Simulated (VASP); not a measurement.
Write the native input for VASP 6.6.1 that does the following.

* Task: relaxation of cell and atoms
* Functional: PBEsol
* Dispersion: D4
* Potentials or basis: VASP PAW PBE potentials, release 64 (Au)
* Cutoff: 500 eV
* k mesh: 9 × 9 × 9
* Occupations: fermi-dirac, width 0.05 eV
* Spin: no spin polarisation
* Dipole correction: no
* Further INCAR settings: ALGO = Normal; EDIFF = 1e-07; IBRION = 2; EDIFFG = -0.02; NSW = 60; ISIF = 3

The structure of Au lies in POSCAR:

```
Au
1.0
    0.0000000000      2.0350000000      2.0350000000
    2.0350000000      0.0000000000      2.0350000000
    2.0350000000      2.0350000000      0.0000000000
Au
1
Direct
    0.0000000000      0.0000000000      0.0000000000
```

One way to write it, as run:

INCAR

```
PREC = Accurate
ENCUT = 500
EDIFF = 1E-7
ISMEAR = -1
SIGMA = 0.05
LREAL = F
LASPH = T
NELM = 120
ALGO = Normal
ISIF = 3
LWAVE = F
LCHARG = F
GGA = PS
IVDW = 13
IBRION = 2
NSW = 60
EDIFFG = -0.02
GGA_COMPAT = F
NELMIN = 4
```

KPOINTS

```
Automatic mesh
0
Gamma
  9 9 9
```

Potentials or basis: VASP PAW PBE potentials, release 64 (Au).

Command:

```sh
$ cat potpaw_PBE.64/Au/POTCAR > POTCAR
$ mpirun -np 1 vasp_std > vasp.out
```

Results of the run:

The relaxed volume is 16.66 Å³/atom and the relaxed cell is a = 2.867 Å, b = 2.867 Å, c = 2.867 Å, α = 60.00°, β = 60.00°, γ = 60.00°. The space group after relaxing (to 0.1 Å) is Fm-3m (No. 225) and the energy gained by relaxing is 1.3 meV/atom. The ionic steps are 3, the pressure after relaxing is 0.0 GPa and the band gap on the k mesh is zero (an odd number of electrons rules out a gap without spin polarisation). The dispersion energy per atom is -0.405 eV.

Caveat: the PAW data sets were made with another functional, which shifts forces and pressure a little; spin-orbit coupling is left out, which moves the levels of the heavy elements.

It took 6.5 s on 1 thread of Intel(R) Xeon(R) 6975P-C (Granite Rapids), on a shared host, peak memory 0.14 GiB.
